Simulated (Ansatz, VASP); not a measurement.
Al in VASP and in Ansatz

File INCAR:

```
  PREC = Accurate
  ENCUT = 500
  EDIFF = 1E-6
  ISMEAR = -1
  SIGMA = 0.05
  LREAL = F
  LASPH = T
  NELM = 120
  ALGO = Normal
  ISIF = 2
  LWAVE = F
  LCHARG = T
  LELF = T
  LVHAR = T
  NBANDS = 8
  GGA_COMPAT = F
```

Contents of KPOINTS:

```
regular mesh
0
Gamma
  15 15 15
```

The input POSCAR:

```
Al
1.0
    2.6847885020      0.0000000000      0.0000000000
    0.0000000000      2.6847885020      0.0000000000
    0.0000000000      0.0000000000      2.6847885020
Al
1
Direct
    0.0000000000      0.0000000000      0.0000000000
```

Input for Ansatz:

```yaml
crystal:
  lattice:
    - [2.684788502, 0.0, 0.0]
    - [0.0, 2.684788502, 0.0]
    - [0.0, 0.0, 2.684788502]
  atoms:
    - { symbol: Al, position: [0.0, 0.0, 0.0] }
kpoints:
  mp_grid: { grid: [15, 15, 15] }
scf:
  occupations: { method: fermi_dirac, width: 0.05 }
hamiltonian:
  xc: lda
  pseudopotentials: { kind: all_electron, lapw: { basis_error: 0.0005 } }
output:
  forces: true
  stress: true
  eigenvalues: true
```

Change from the starting cell: functional lda, volume scaled by 0.96.

Alike in both runs: task single point; functional LDA; k mesh 15 × 15 × 15; occupations fermi-dirac, width 0.05 eV; no spin polarisation.

|  | VASP | Ansatz |
| --- | --- | --- |
| version | VASP 6.6.1 | Ansatz 0.2.0 |
| potentials or method | VASP PAW LDA potentials, release 64 (Al), cutoff 500 eV | all-electron LAPW, scalar-relativistic |

```csv
,VASP,Ansatz,Ansatz less VASP
pressure (GPa),-0.1,-0.2,-0.08
```

LDA's correlation is that of Perdew and Zunger in VASP and of Perdew and Wang (1992) in Ansatz. Ansatz ran all-electron here, and VASP with PAW potentials.
